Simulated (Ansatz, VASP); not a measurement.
One calculation of AlNi, two programs

```xyz
2
Lattice="2.8931 0.0000 0.0000 0.0000 2.8931 0.0000 0.0000 0.0000 2.8931" Properties=species:S:1:pos:R:3 pbc="T T T"
Al    0.0000    0.0000    0.0000
Ni    1.4465    1.4465    1.4465
```

Alike in both runs: task single point; functional PBE; k mesh 12 × 12 × 12; occupations gaussian, width 0.15 eV; no spin polarisation.

|  | VASP | Ansatz |
| --- | --- | --- |
| version | VASP 6.6.1 | Ansatz 0.2.0 |
| potentials or method | VASP PAW PBE potentials, release 64 (Al, Ni), cutoff 520 eV | scalar-relativistic, plane waves, PAW |
| valence electrons in the cell | 13 | 21 |

|  | VASP | Ansatz | Ansatz less VASP |
| --- | --- | --- | --- |
| gap on the k mesh at the Fermi level (eV) | none | none | - |
| pressure (GPa) | -0.1 | 0.1 | +0.13 |

A gap of «none» marks a metal or a gap that the smearing closes. VASP's potentials hold 13 valence electrons a cell and Ansatz's 21, so a difference there can come from the potentials and not from the codes.
